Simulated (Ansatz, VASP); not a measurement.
## Na2ReP2 in VASP and in Ansatz

File INCAR:

```
ALGO = Normal ; EDIFF = 1E-7
ENCUT = 520 ; GGA = PE
ISIF = 2 ; ISMEAR = 0
LASPH = True ; LCHARG = True
LELF = True ; LREAL = False
LVHAR = True ; LWAVE = False
NBANDS = 24 ; NELM = 60
PREC = Accurate ; SIGMA = 0.1
```

File KPOINTS:

```
k-points
0
Gamma
  6 6 6
```

File POSCAR:

```
Na2ReP2
1.0
   -2.0348587735      2.0348587735      5.3389858908
    2.0348587735     -2.0348587735      5.3389858908
    2.0348587735      2.0348587735     -5.3389858908
Na Re P
2 1 2
Direct
    0.2500000000      0.7500000000      0.5000000000
    0.7500000000      0.2500000000      0.5000000000
    0.0000000000      0.0000000000      0.0000000000
    0.6260000000      0.6260000000      0.0000000000
    0.3740000000      0.3740000000      0.0000000000
```

Input for Ansatz:

```yaml
crystal:
  lattice:
    - [-2.0348587735, 2.0348587735, 5.3389858908]
    - [2.0348587735, -2.0348587735, 5.3389858908]
    - [2.0348587735, 2.0348587735, -5.3389858908]
  atoms:
    - { symbol: Na, position: [0.25, 0.75, 0.5] }
    - { symbol: Na, position: [0.75, 0.25, 0.5] }
    - { symbol: Re, position: [0.0, 0.0, 0.0] }
    - { symbol: P, position: [0.626, 0.626, 0.0] }
    - { symbol: P, position: [0.374, 0.374, 0.0] }
basis:
  ecutwfc: 420
kpoints:
  mp_grid: { grid: [6, 6, 6] }
hamiltonian:
  xc: pbe
scf:
  occupations: { method: gaussian, width: 0.1 }
  lower_state_search: "off"
output:
  forces: true
  stress: true
  eigenvalues: true
```

Alike in both runs: task single point; functional PBE; k mesh 6 × 6 × 6; occupations gaussian, width 0.1 eV; no spin polarisation.

|  | VASP | Ansatz |
| --- | --- | --- |
| version | VASP 6.6.1 | Ansatz 0.2.0 |
| potentials or method | VASP PAW PBE potentials, release 64 (Na_pv, Re, P), cutoff 520 eV | scalar-relativistic, plane waves, PAW |
| valence electrons in the cell | 31 | 43 |

Ansatz gave:

* gap on the k mesh at the Fermi level (eV): none
* pressure (GPa): 1.0
* traceless stress, the component that is largest in VASP (GPa): 1.63
* rms of the force components (eV/Å): 2.073

Problem. What did VASP give for the same quantities?

Solution. gap on the k mesh at the Fermi level (eV): none; pressure (GPa): 1.2; traceless stress, the component that is largest in VASP (GPa): 1.44; rms of the force components (eV/Å): 2.091.

Atom by atom the forces differ by 0.018 eV/Å (rms over components). A gap of «none» marks a metal or a gap that the smearing closes. VASP's potentials hold 31 valence electrons a cell and Ansatz's 43, so a difference there can come from the potentials and not from the codes.

The k mesh is coarse, so the values compare programs but aren't converged. Neither program's run includes spin-orbit coupling.
